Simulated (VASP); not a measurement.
# TiO2 (I4_1/amd) in VASP: single point with PBEsol

Aim: the single point of TiO2 with PBEsol.

All numbers are computed with VASP 6.6.1; they aren't measurements. Logs are shortened: lines on timing, memory, paths and dates and some standing lists are left out, and cuts for length are marked.

## (1) The cell of the first run

Symmetry: I4_1/amd, No. 141, tetragonal system. Conventional cell: a = 3.770 Å, b = 3.770 Å, c = 9.555 Å, α = 90.00°, β = 90.00°, γ = 90.00°. Ti (site symmetry -4m2) has 6 O at 1.93 to 1.98 Å within 2.6 Å. O (site symmetry 2mm) has 3 Ti at 1.93 to 1.98 Å and 2 O at 2.46 Å within 2.6 Å.

## (2) Single point, PBEsol

INCAR

```
  PREC = Accurate
  ENCUT = 600
  EDIFF = 1E-6
  ISMEAR = 0
  SIGMA = 0.02
  LREAL = False
  LASPH = True
  NELM = 120
  ALGO = Normal
  ISIF = 2
  LWAVE = False
  LCHARG = False
  GGA = PS
  NBANDS = 33
  GGA_COMPAT = False
```

KPOINTS

```
Automatic mesh
0
Gamma
  6 6 6
```

POSCAR

```
TiO2
1.0
   -1.8848773026      1.8848773026      4.7776929571
    1.8848773026     -1.8848773026      4.7776929571
    1.8848773026      1.8848773026     -4.7776929571
Ti O
2 4
Direct
    0.0000000000      0.0000000000      0.0000000000
    0.7500000000      0.2500000000      0.5000000000
    0.2074711831      0.2074711831      0.0000000000
    0.9574711831      0.4574711831      0.5000000000
    0.5425288169      0.0425288169      0.5000000000
    0.7925288169      0.7925288169      0.0000000000
```

Potentials or basis: VASP PAW PBE potentials, release 64 (Ti_sv, O).

Run with:

```
$ cat potpaw_PBE.64/Ti_sv/POTCAR potpaw_PBE.64/O/POTCAR > POTCAR
$ mpirun -np 1 vasp_std > vasp.out
```

OUTCAR:

```text
PREC = Accurate
   ENCUT = 600
   EDIFF = 1E-6
   ISMEAR = 0
   LREAL = False
   LASPH = True
   NELM = 120
   ISIF = 2
   GGA = PS

 ion  position               nearest neighbor table
   1  0.000  0.000  0.000-   5 1.93   4 1.93   5 1.93   4 1.93   3 1.98   6 1.98
   2  0.750  0.250  0.500-   6 1.93   3 1.93   6 1.93   3 1.93   4 1.98   5 1.98
   3  0.207  0.207  0.000-   2 1.93   2 1.93   1 1.98
   4  0.957  0.457  0.500-   1 1.93   1 1.93   2 1.98
   5  0.543  0.043  0.500-   1 1.93   1 1.93   2 1.98
   6  0.793  0.793  0.000-   2 1.93   2 1.93   1 1.98

  LATTYP: Found a body centered tetragonal cell.
 ALAT       =     3.7697546052
 C/A-ratio  =     2.5347501137

  Lattice vectors:

 A1 = (  -1.8848773026,   1.8848773026,   4.7776929571)
 A2 = (   1.8848773026,  -1.8848773026,   4.7776929571)
 A3 = (   1.8848773026,   1.8848773026,  -4.7776929571)

Analysis of symmetry for initial positions (statically):
=====================================================================
 Subroutine PRICEL returns:
 Original cell was already a primitive cell.

 Routine SETGRP: Setting up the symmetry group for a
 body centered tetragonal supercell.

 Subroutine GETGRP returns: Found 16 space group operations
 (whereof  8 operations were pure point group operations)
 out of a pool of 16 trial point group operations.

The static configuration has the point symmetry D_2d.
 The point group associated with its full space group is D_4h.

Analysis of symmetry for dynamics (positions and initial velocities):
=====================================================================
 Subroutine PRICEL returns:
 Original cell was already a primitive cell.

 Routine SETGRP: Setting up the symmetry group for a
 body centered tetragonal supercell.

 Subroutine GETGRP returns: Found 16 space group operations
 (whereof  8 operations were pure point group operations)
 out of a pool of 16 trial point group operations.

The dynamic configuration has the point symmetry D_2d.
 The point group associated with its full space group is D_4h.

 Subroutine INISYM returns: Found 16 space group operations
 (whereof  8 operations are pure point group operations),
 and found     1 'primitive' translations

----------------------------------------------------------------------------------------

                                     Primitive cell

  volume of cell :      67.8960

  direct lattice vectors                    reciprocal lattice vectors
    -1.884877303  1.884877303  4.777692957     0.000000000  0.265269256  0.104653021
     1.884877303 -1.884877303  4.777692957     0.265269256  0.000000000  0.104653021
     1.884877303  1.884877303 -4.777692957     0.265269256  0.265269256  0.000000000

  length of vectors
     5.471003097  5.471003097  5.471003097     0.285166676  0.285166676  0.375147380

  position of ions in fractional coordinates (direct lattice)
     0.000000000  0.000000000  0.000000000
     0.750000000  0.250000000  0.500000000
     0.207471183  0.207471183  0.000000000
     0.957471183  0.457471183  0.500000000
     0.542528817  0.042528817  0.500000000
     0.792528817  0.792528817  0.000000000

  ion indices of the primitive-cell ions
   primitive index   ion index
                 1           1
                 2           2
                 3           3
                 4           4
                 5           5
                 6           6

----------------------------------------------------------------------------------------

 KPOINTS: Automatic mesh

Automatic generation of k-mesh.
 Grid dimensions read from file:
 generate k-points for:    6    6    6

 Generating k-lattice:

  Cartesian coordinates                     Fractional coordinates (reciprocal lattice)
     0.000000000  0.044211543  0.017442170     0.166666667  0.000000000 -0.000000000
     0.044211543  0.000000000  0.017442170     0.000000000  0.166666667 -0.000000000
     0.044211543  0.044211543  0.000000000     0.000000000  0.000000000  0.166666667

  Length of vectors
     0.047527779  0.047527779  0.062524563

  Shift w.r.t. Gamma in fractional coordinates (k-lattice)
     0.000000000  0.000000000  0.000000000

 Subroutine IBZKPT returns following result:
 ===========================================

 Found     30 irreducible k-points:

 Following reciprocal coordinates:
            Coordinates               Weight
  0.000000  0.000000  0.000000      1.000000
  0.166667 -0.000000  0.000000      8.000000
  0.333333 -0.000000  0.000000      8.000000
  0.500000 -0.000000  0.000000      4.000000
  0.166667  0.166667  0.000000      8.000000
  0.333333  0.166667  0.000000     16.000000
[... 16 lines left out ...]
 -0.333333 -0.333333  0.166667      8.000000
 -0.166667 -0.333333  0.166667      8.000000
 [... further k-points ...]
   k-points           NKPTS =     30   k-points in BZ     NKDIM =     30   number of bands    NBANDS=     33
   number of dos      NEDOS =    301   number of ions     NIONS =      6
   total plane-waves  NPLWV = 110592
   dimension x,y,z NGX =    48 NGY =   48 NGZ =   48
   dimension x,y,z NGXF=    96 NGYF=   96 NGZF=   96
   ions per type =               2   4
   NGX,Y,Z   is equivalent  to a cutoff of  14.59, 14.59, 14.59 a.u.
   NGXF,Y,Z  is equivalent  to a cutoff of  29.17, 29.17, 29.17 a.u.
 SYSTEM =  unknown system
   PREC   = accura    normal or accurate (medium, high low for compatibility)
   ISTART =      0    job   : 0-new  1-cont  2-samecut
   ICHARG =      2    charge: 1-file 2-atom 10-const
   ISPIN  =      1    spin polarized calculation?
   LNONCOLLINEAR =      F non collinear calculations
   LSORBIT =      F    spin-orbit coupling
   LASPH  =      T    aspherical Exc in radial PAW
   ENCUT  =  600.0 eV  44.10 Ry    6.64 a.u.  10.93 10.93 10.93*2*pi/ulx,y,z
   NELM   =    120;   NELMIN=  2; NELMDL= -5     # of ELM steps
   EDIFF  = 0.1E-05   stopping-criterion for ELM
   LREAL  =      F    real-space projection
   EDIFFG = 0.1E-04   stopping-criterion for IOM
   NSW    =      0    number of steps for IOM
   IBRION =     -1    ionic relax: 0-MD 1-quasi-New 2-CG
   NFREE  =      0    steps in history (QN), initial steepest desc. (CG)
   ISIF   =      2    stress and relaxation
   ISYM   =      2    0-nonsym 1-usesym 2-fastsym
   POTIM  = 0.5000    time-step for ionic-motion
   TEBEG  =    0.0;   TEEND  =   0.0 temperature during run
   PSTRESS=    0.0 pullay stress
   NELECT =      48.0000    total number of electrons
   NUPDOWN=      -1.0000    fix difference up-down
   EMIN   =  10.00;   EMAX   =-10.00  energy-range for DOS
   EFERMI =   0.00;   METHOD = LEGACY
   ISMEAR =     0;   SIGMA  =   0.02  broadening in eV -4-tet -1-fermi 0-gaus
   EFERMI_NEDOS =   21; number of points for ismear=-14 and -15
   IALGO  =     38    algorithm
   IMIX   =      4    mixing-type and parameters
     AMIX     =   0.40;   BMIX     =  1.00
     AMIX_MAG =   1.60;   BMIX_MAG =  1.00
  volume/ion in A,a.u.               =      11.32        76.36
  Fermi-wavevector in a.u.,A,eV,Ry     =   1.458390  2.755958 28.938264  2.126902
  Thomas-Fermi vector in A             =   2.575080
   LORBIT       =      0    0 simple, 1 ext, 2 COOP (PROOUT), +10 PAW based schemes
   GGA     = PS    functional components
   LHFCALC =     F    Hartree Fock is set to
   AEXX    =    0.0000 exact exchange contribution
   IVDW    =     0    specifies the selected vdW correction
   LEPSILON=     F    determine dielectric tensor
   LRPA    =     F    only Hartree local field effects (RPA)
 non-spin polarized calculation
 Gauss-broadening in eV      SIGMA  =   0.02
  energy-cutoff  :      600.00
  volume of cell :       67.90
 maximum number of plane-waves:      2292
 NGX is ok and might be reduce to    48
   NGX = 21   NGY = 21   NGZ = 21

 number of electron      47.9999997 magnetization

 Free energy of the ion-electron system (eV)
  ---------------------------------------------------
  ext. energy  EPLUGINS =         0.00000000
  ---------------------------------------------------
  free energy    TOTEN  =       -56.22594180 eV

  energy without entropy =      -56.22594180  energy(sigma->0) =      -56.22594180

 E-fermi :   3.3483     XC(G=0): -11.0331

 val. band max:        3.2632992405   @ k =   0.5000   0.5000   0.0000
 cond. band min:       5.3998847319   @ k =   0.0000   0.0000   0.0000
 fundamental gap:      2.1365854914
 Fermi energy:         3.3482893429

 k-point     1 :       0.0000    0.0000    0.0000
  band No.  band energies     occupation
      1     -52.7954      2.00000
      2     -52.7332      2.00000
      3     -29.3876      2.00000
      4     -29.1391      2.00000
      5     -29.1391      2.00000
      6     -29.0661      2.00000
[... 25 lines left out ...]
     32       8.6707      0.00000
     33       8.7369      0.00000

 k-point     2 :       0.1667   -0.0000    0.0000
  band No.  band energies     occupation
      1     -52.7918      2.00000
      2     -52.7357      2.00000
      3     -29.3800      2.00000
      4     -29.1740      2.00000
      5     -29.1416      2.00000
      6     -29.0804      2.00000
[... 25 lines left out ...]
     32       9.0137      0.00000
     33       9.3267      0.00000

 k-point     3 :       0.3333   -0.0000    0.0000
  band No.  band energies     occupation
      1     -52.7830      2.00000
      2     -52.7419      2.00000
      3     -29.3653      2.00000
      4     -29.2410      2.00000
      5     -29.1458      2.00000
      6     -29.1009      2.00000
[... 25 lines left out ...]
     32       9.3790      0.00000
     33       9.7876      0.00000

 k-point     4 :       0.5000   -0.0000    0.0000
  band No.  band energies     occupation
      1     -52.7774      2.00000
      2     -52.7463      2.00000
      3     -29.3568      2.00000
      4     -29.2764      2.00000
      5     -29.1476      2.00000
      6     -29.1051      2.00000
[... 673 lines left out ...]
     32       9.4185      0.00000
     33       9.5881      0.00000

 k-point    23 :      -0.3333   -0.3333    0.1667
  band No.  band energies     occupation
      1     -52.7766      2.00000
      2     -52.7497      2.00000
      3     -29.3063      2.00000
      4     -29.2166      2.00000
      5     -29.1679      2.00000
      6     -29.0989      2.00000
[... 25 lines left out ...]
     32       9.3907      0.00000
     33       9.8479      0.00000

 k-point    24 :      -0.1667   -0.3333    0.1667
  band No.  band energies     occupation
      1     -52.7843      2.00000
      2     -52.7432      2.00000
      3     -29.3339      2.00000
      4     -29.1888      2.00000
      5     -29.1514      2.00000
      6     -29.0732      2.00000
[... 25 lines left out ...]
     32       9.1441      0.00000
     33       9.2146      0.00000

 [... further k-points ...]

------------------------ aborting loop because EDIFF is reached ----------------------------------------

  FORCE on cell =-STRESS in cart. coord.  units (eV):
  Direction    XX          YY          ZZ          XY          YZ          ZX
  --------------------------------------------------------------------------------------
  -------------------------------------------------------------------------------------
  Total        0.1816647      0.1816647      0.2225745      0.0000000      0.0000000      0.0000000
  in kB        4.2868343      4.2868343      5.2522039      0.0000000      0.0000000      0.0000000
  external PRESSURE =       4.6086242 kB  Pullay stress =       0.0000000 kB

 VOLUME and BASIS-vectors are now :
 -----------------------------------------------------------------------------
  energy-cutoff  :      600.00
  volume of cell :       67.90
      direct lattice vectors                 reciprocal lattice vectors
    -1.884877303  1.884877303  4.777692957     0.000000000  0.265269256  0.104653021
     1.884877303 -1.884877303  4.777692957     0.265269256  0.000000000  0.104653021
     1.884877303  1.884877303 -4.777692957     0.265269256  0.265269256  0.000000000

 POSITION                                       TOTAL-FORCE (eV/Angst)
 -----------------------------------------------------------------------------------
      0.00000      0.00000      0.00000         0.000000      0.000000     -0.000000
     -0.00000      1.88488      2.38885         0.000000      0.000000     -0.000000
      0.00000      0.00000      1.98247        -0.000000      0.000000      0.019383
      0.00000      1.88488      4.37131         0.000000     -0.000000      0.019383
      0.00000      1.88488      0.40638         0.000000     -0.000000     -0.019383
      0.00000      0.00000      7.57292        -0.000000      0.000000     -0.019383
 -----------------------------------------------------------------------------------
    total drift:                               -0.000000      0.000000     -0.000000

  FREE ENERGIE OF THE ION-ELECTRON SYSTEM (eV)
  ---------------------------------------------------
  free  energy   TOTEN  =       -56.2259417952 eV

  energy  without entropy=      -56.2259417952  energy(sigma->0) =      -56.22594180
```

Wall time 2.7 min (1 thread of Intel Xeon Platinum 8559C (Emerald Rapids), shared host); peak memory 0.32 GiB.

Results:

| Quantity | Value |
| --- | --- |
| Free energy | -56.2259 eV |
| Pressure | 0.5 GPa |
| Largest force | 0.019 eV/Å |
| Band gap on the k mesh | 2.14 eV (least direct gap 2.43 eV) |

Forces on the atoms (eV/Å):
```
Ti   0.000  0.000  0.000
Ti   0.000  0.000  0.000
O    0.000  0.000  0.019
O    0.000  0.000  0.019
O    0.000  0.000 -0.019
O    0.000  0.000 -0.019
```

Levels at points of the mesh, in eV from the valence-band top:
| k point | band 22 | band 23 | band 24 | band 25 | band 26 | band 27 |
| --- | --- | --- | --- | --- | --- | --- |
| (0.00, 0.00, 0.00) | -0.73 | -0.42 | -0.42 | 2.14 | 2.89 | 4.09 |
| (0.50, 0.00, 0.00) | -0.92 | -0.79 | -0.60 | 3.29 | 3.62 | 3.63 |
| (0.50, 0.50, 0.00) | -2.05 | 0.00 | 0.00 | 3.38 | 3.38 | 3.87 |
| (0.50, 0.50, 0.50) | -1.22 | -0.06 | -0.06 | 2.50 | 2.50 | 3.84 |

Caveat: the PAW data sets were made with another functional, which shifts forces and pressure a little.
